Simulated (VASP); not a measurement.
# LiCl (Fm-3m) in VASP: further runs

LiCl is run at these levels: PBEsol; tasks: elastic constants.

Program: VASP 6.6.1. These are calculated values, not measurements. Logs are shortened: lines on timing, memory, paths and dates and some standing lists are left out, and cuts for length are marked.

### 1 The cell of the first run

It takes space group Fm-3m (No. 225, cubic). The conventional cell has a = 5.018 Å, b = 5.018 Å, c = 5.018 Å, α = 90.00°, β = 90.00°, γ = 90.00°. Within 3.3 Å of Li (site symmetry m-3m) lie 6 Cl at 2.51 Å. Within 3.3 Å of Cl (site symmetry m-3m) lie 6 Li at 2.51 Å.

### 2 Elastic constants, PBEsol

File INCAR:

```
SYSTEM = LiCl
PREC     = Accurate       ! precision mode
ENCUT    = 600            ! plane-wave cutoff, eV
EDIFF    = 1E-8           ! SCF threshold, eV
ISMEAR   = 0              ! smearing method
SIGMA    = 0.01           ! smearing width, eV
LREAL    = .FALSE.        ! projectors in reciprocal space
LASPH    = .TRUE.         ! aspherical terms in the spheres
NELM     = 60             ! most SCF steps
ALGO     = Normal         ! electronic algorithm
ISIF     = 3              ! what is computed and relaxed
LWAVE    = .FALSE.        ! write WAVECAR
LCHARG   = .FALSE.        ! write CHGCAR
GGA      = PS             ! functional
IBRION   = 6              ! ionic algorithm
NFREE    = 2            
POTIM    = 0.015          ! step
NSW      = 1              ! ionic steps
```

File KPOINTS:

```
regular mesh
0
G
  8 8 8
  0 0 0
```

File POSCAR:

```
LiCl
1.0
    0.0000000000      2.5092495239      2.5092495239
    2.5092495239      0.0000000000      2.5092495239
    2.5092495239      2.5092495239      0.0000000000
Li Cl
1 1
Direct
    0.0000000000      0.0000000000      0.0000000000
    0.5000000000      0.5000000000      0.5000000000
```

Potentials or basis: VASP PAW PBE potentials, release 64 (Li_sv, Cl).

Command:

```console
> cat potpaw_PBE.64/Li_sv/POTCAR potpaw_PBE.64/Cl/POTCAR > POTCAR
> mpirun -np 1 vasp_std > vasp.out
```

OUTCAR:

```text
SYSTEM = LiCl
   PREC = Accurate
   ENCUT = 600
   EDIFF = 1E-8
   ISMEAR = 0
   LREAL = .FALSE.
   LASPH = .TRUE.
   NELM = 60
   ISIF = 3
   GGA = PS
   IBRION = 6
   NFREE = 2
   POTIM = 0.015
   NSW = 1

 ion  position               nearest neighbor table
   1  0.000  0.000  0.000-   2 2.51   2 2.51   2 2.51   2 2.51   2 2.51   2 2.51
   2  0.500  0.500  0.500-   1 2.51   1 2.51   1 2.51   1 2.51   1 2.51   1 2.51

  LATTYP: Found a face centered cubic cell.
 ALAT       =     5.0184990478

  Lattice vectors:

 A1 = (   0.0000000000,   2.5092495239,   2.5092495239)
 A2 = (   2.5092495239,   0.0000000000,   2.5092495239)
 A3 = (   2.5092495239,   2.5092495239,   0.0000000000)

Analysis of symmetry for initial positions (statically):
=====================================================================
 Subroutine PRICEL returns:
 Original cell was already a primitive cell.

 Routine SETGRP: Setting up the symmetry group for a
 face centered cubic supercell.

 Subroutine GETGRP returns: Found 48 space group operations
 (whereof 48 operations were pure point group operations)
 out of a pool of 48 trial point group operations.

The static configuration has the point symmetry O_h .

Analysis of symmetry for dynamics (positions and initial velocities):
=====================================================================
 Subroutine PRICEL returns:
 Original cell was already a primitive cell.

 Routine SETGRP: Setting up the symmetry group for a
 face centered cubic supercell.

 Subroutine GETGRP returns: Found 48 space group operations
 (whereof 48 operations were pure point group operations)
 out of a pool of 48 trial point group operations.

The dynamic configuration has the point symmetry O_h .

 Subroutine INISYM returns: Found 48 space group operations
[... 623 lines left out ...]
 k-point    24 :      -0.3750    0.2500    0.1250
  band No.  band energies     occupation
      1     -41.6584      2.00000
      2     -11.7761      2.00000
      3      -1.8166      2.00000
      4      -0.4483      2.00000
      5       0.3854      2.00000
      6       9.2254      0.00000
      7      10.3590      0.00000
      8      11.6419      0.00000
      9      13.0921      0.00000

 [... further k-points ...]

------------------------ aborting loop because EDIFF is reached ----------------------------------------

  FORCE on cell =-STRESS in cart. coord.  units (eV):
  Direction    XX          YY          ZZ          XY          YZ          ZX
  --------------------------------------------------------------------------------------
  -------------------------------------------------------------------------------------
  Total        0.1888014      0.1863415      0.1863415      0.0000000      0.0000000      0.0000000
  in kB        9.5731362      9.4484071      9.4484071      0.0000000      0.0000000      0.0000000
  external PRESSURE =       9.4899835 kB  Pullay stress =       0.0000000 kB
[... 17 lines left out ...]
  FREE ENERGIE OF THE ION-ELECTRON SYSTEM (eV)
  ---------------------------------------------------
  free  energy   TOTEN  =        -7.6364533176 eV

  energy  without entropy=       -7.6364533176  energy(sigma->0) =       -7.63645332

 INTERNAL STRAIN TENSORS FROM STRAINED CELLS
 ============================================

 INTERNAL STRAIN TENSOR FOR ION    1 for displacements in x,y,z  (eV/Angst):
          X           Y           Z          XY          YZ          ZX
  --------------------------------------------------------------------------------
  x    -0.00000     0.00000     0.00000    -0.00000     0.00000    -0.00000
  y    -0.00000     0.00000    -0.00000     0.00000    -0.00000     0.00000
  z     0.00000     0.00000     0.00000     0.00000     0.00000    -0.00000

 INTERNAL STRAIN TENSORS FROM DISPLACED ATOMS
 ============================================

 INTERNAL STRAIN TENSOR FOR ION    1 for displacements in x,y,z  (eV/Angst):
          X           Y           Z          XY          YZ          ZX
  --------------------------------------------------------------------------------
  x     0.00000     0.00000     0.00000     0.00000     0.00000     0.00000
  y     0.00000     0.00000     0.00000     0.00000     0.00000     0.00000
  z     0.00000     0.00000     0.00000     0.00000     0.00000     0.00000

 INTERNAL STRAIN TENSOR FOR ION    2 for displacements in x,y,z  (eV/Angst):
          X           Y           Z          XY          YZ          ZX
  --------------------------------------------------------------------------------
  x     0.00000     0.00000     0.00000     0.00000     0.00000     0.00000
  y     0.00000     0.00000     0.00000     0.00000     0.00000     0.00000
  z     0.00000     0.00000     0.00000     0.00000     0.00000     0.00000

 Eigenvectors and eigenvalues of the dynamical matrix
 ----------------------------------------------------

   1 f  =    6.719150 THz    42.217668 2PiTHz  224.126735 cm-1    27.788161 meV
             X         Y         Z           dx          dy          dz
      0.000000  0.000000  0.000000     0.000000    0.913013    0.000000
      2.509250  2.509250  2.509250     0.000000   -0.407931    0.000000
[... 21 lines left out ...]
   6 f/i=    0.011952 THz     0.075099 2PiTHz    0.398691 cm-1     0.049431 meV
             X         Y         Z           dx          dy          dz
      0.000000  0.000000  0.000000     0.000000    0.000000   -0.407931
      2.509250  2.509250  2.509250     0.000000    0.000000   -0.913013

--------------------------------------------------------------------------------------------------------

 ELASTIC MODULI CONTR FROM IONIC RELAXATION (kBar)
 Direction    XX          YY          ZZ          XY          YZ          ZX
 --------------------------------------------------------------------------------
 XX           0.0000      0.0000      0.0000      0.0000      0.0000      0.0000
 YY           0.0000      0.0000      0.0000      0.0000      0.0000      0.0000
 ZZ           0.0000      0.0000      0.0000      0.0000      0.0000      0.0000
 XY           0.0000      0.0000      0.0000      0.0000      0.0000      0.0000
 YZ           0.0000      0.0000      0.0000      0.0000      0.0000      0.0000
 ZX           0.0000      0.0000      0.0000      0.0000      0.0000      0.0000
 --------------------------------------------------------------------------------

 TOTAL ELASTIC MODULI (kBar)
 Direction    XX          YY          ZZ          XY          YZ          ZX
 --------------------------------------------------------------------------------
 XX         722.0587    215.1873    215.1873      0.0000      0.0000     -0.0000
 YY         215.1873    722.0587    215.1873      0.0000     -0.0000     -0.0000
 ZZ         215.1873    215.1873    722.0587      0.0000      0.0000      0.0000
 XY           0.0000      0.0000      0.0000    266.3538      0.0000      0.0000
 YZ           0.0000     -0.0000      0.0000      0.0000    266.3538     -0.0000
 ZX          -0.0000     -0.0000      0.0000      0.0000     -0.0000    266.3538
 --------------------------------------------------------------------------------
```

Wall time 7 min (1 thread of Intel Xeon Platinum 8259CL at 2.50GHz (Skylake/Cascade Lake), shared host); peak memory 0.23 GiB.

Results:

```yaml
Elastic_constants_C11_C12_C44: 72, 22, 27 GPa
Voigt_bulk_modulus: 38 GPa
Highest_phonon_frequency_at_Γ_LO-TO_splitting_left_out: 224 cm⁻¹
```

Phonon frequencies in cm⁻¹ (negative: imaginary):
```
              q point        frequencies
(0.000, 0.000, 0.000)  0 0 0 224 224 224
```

Elastic tensor in Voigt notation (GPa, in the Cartesian axes of the cell as first typed):
```
72 22 22  0  0  0
22 72 22  0  0  0
22 22 72  0  0  0
 0  0  0 27  0  0
 0  0  0  0 27  0
 0  0  0  0  0 27
```

Clamped-ion elastic tensor (GPa):
```
72 22 22  0  0  0
22 72 22  0  0  0
22 22 72  0  0  0
 0  0  0 27  0  0
 0  0  0  0 27  0
 0  0  0  0  0 27
```

Caveat: the cutoff is under 1.25 times the usual one of these potentials, so pressure, stress and relaxed cells hold a basis-set (Pulay) error; the PAW data sets were made with another functional, which shifts forces and pressure a little.

### 3 Elastic constants, PBEsol

This run uses another cell than the first one, of 16.22 Å³/atom.

File INCAR:

```
SYSTEM = LiCl
ALGO = Normal
EDIFF = 1E-8
ENCUT = 600
GGA = PS
IBRION = 6
ISIF = 3
ISMEAR = 0
LASPH = .TRUE.
LCHARG = .FALSE.
LREAL = .FALSE.
LWAVE = .FALSE.
NBANDS = 12
NELM = 60
NFREE = 2
NSW = 1
POTIM = 0.015
PREC = Accurate
SIGMA = 0.01
```

File KPOINTS:

```
k-points
0
G
  8 8 8
  0 0 0
```

File POSCAR:

```
LiCl
1.0
    0.0000000000      2.5314058748      2.5314058748
    2.5314058748      0.0000000000      2.5314058748
    2.5314058748      2.5314058748      0.0000000000
Li Cl
1 1
Direct
    0.0000000000      0.0000000000      0.0000000000
    0.5000000000      0.5000000000      0.5000000000
```

Potentials or basis: VASP PAW PBE potentials, release 64 (Li_sv, Cl).

Command:

```console
> cat potpaw_PBE.64/Li_sv/POTCAR potpaw_PBE.64/Cl/POTCAR > POTCAR
> mpirun -np 1 vasp_std > vasp.out
```

OUTCAR:

```text
SYSTEM = LiCl
   EDIFF = 1E-8
   ENCUT = 600
   GGA = PS
   IBRION = 6
   ISIF = 3
   ISMEAR = 0
   LASPH = .TRUE.
   LREAL = .FALSE.
   NELM = 60
   NFREE = 2
   NSW = 1
   POTIM = 0.015
   PREC = Accurate

 ion  position               nearest neighbor table
[... 813 lines left out ...]
   1 f  =    6.200746 THz    38.960434 2PiTHz  206.834613 cm-1    25.644212 meV
             X         Y         Z           dx          dy          dz
      0.000000  0.000000  0.000000     0.000000   -0.000000    0.913382
      2.531406  2.531406  2.531406     0.000000   -0.000000   -0.407104
[... 21 lines left out ...]
   6 f/i=    0.005415 THz     0.034022 2PiTHz    0.180616 cm-1     0.022394 meV
             X         Y         Z           dx          dy          dz
      0.000000  0.000000  0.000000    -0.151781    0.292150    0.239468
      2.531406  2.531406  2.531406    -0.340536    0.655469    0.537272

--------------------------------------------------------------------------------------------------------

 ELASTIC MODULI CONTR FROM IONIC RELAXATION (kBar)
 Direction    XX          YY          ZZ          XY          YZ          ZX
 --------------------------------------------------------------------------------
 XX           0.0000      0.0000      0.0000      0.0000      0.0000      0.0000
 YY           0.0000      0.0000      0.0000      0.0000      0.0000      0.0000
 ZZ           0.0000      0.0000      0.0000      0.0000      0.0000      0.0000
 XY           0.0000      0.0000      0.0000      0.0000      0.0000      0.0000
 YZ           0.0000      0.0000      0.0000      0.0000      0.0000      0.0000
 ZX           0.0000      0.0000      0.0000      0.0000      0.0000      0.0000
 --------------------------------------------------------------------------------

 TOTAL ELASTIC MODULI (kBar)
 Direction    XX          YY          ZZ          XY          YZ          ZX
 --------------------------------------------------------------------------------
 XX         640.5286    206.9939    206.9939     -0.0000      0.0000      0.0000
 YY         206.9939    640.5286    206.9939     -0.0000     -0.0000      0.0000
 ZZ         206.9939    206.9939    640.5286      0.0000      0.0000      0.0000
 XY          -0.0000     -0.0000      0.0000    254.8449      0.0000      0.0000
 YZ           0.0000     -0.0000      0.0000      0.0000    254.8449      0.0000
 ZX           0.0000      0.0000      0.0000      0.0000      0.0000    254.8449
 --------------------------------------------------------------------------------
```

stdout:

```text
POSCAR found type information on POSCAR LiCl
 POSCAR found :  2 types and       2 ions
 scaLAPACK will be used
 -----------------------------------------------------------------------------
|                                                                             |
|                                                                             |
|     You enforced a specific xc type in the INCAR file but a different       |
|     I HOPE YOU KNOW WHAT YOU ARE DOING!                                     |
|                                                                             |
[... 33 lines left out ...]
 Finite differences progress:
 bond charge predicted
 Finite differences progress:
 bond charge predicted
 Finite differences progress:
 bond charge predicted
 Finite differences progress:
 bond charge predicted
 Finite differences progress:
 bond charge predicted
 Finite differences progress:
```

It took 13 min on 1 thread of Intel Xeon Platinum 8259CL at 2.50GHz (Skylake/Cascade Lake), shared host; peak memory 0.26 GiB.

Results:

| Property | Result |
| --- | --- |
| Elastic constants C11, C12, C44 | 64, 21, 25 GPa |
| Voigt bulk modulus | 35 GPa |
| Highest phonon frequency at Γ, LO-TO splitting left out | 207 cm⁻¹ |

Phonon frequencies in cm⁻¹ (negative: imaginary):
| q point | frequencies |
| --- | --- |
| (0.000, 0.000, 0.000) | 0 0 0 207 207 207 |

Elastic tensor in Voigt notation (GPa, in the Cartesian axes of the cell as first typed):
```
64 21 21  0  0  0
21 64 21  0  0  0
21 21 64  0  0  0
 0  0  0 25  0  0
 0  0  0  0 25  0
 0  0  0  0  0 25
```

Clamped-ion elastic tensor (GPa):
```
64 21 21  0  0  0
21 64 21  0  0  0
21 21 64  0  0  0
 0  0  0 25  0  0
 0  0  0  0 25  0
 0  0  0  0  0 25
```

Caveat: the cutoff is under 1.25 times the usual one of these potentials, so pressure, stress and relaxed cells hold a basis-set (Pulay) error; the PAW data sets were made with another functional, which shifts forces and pressure a little.
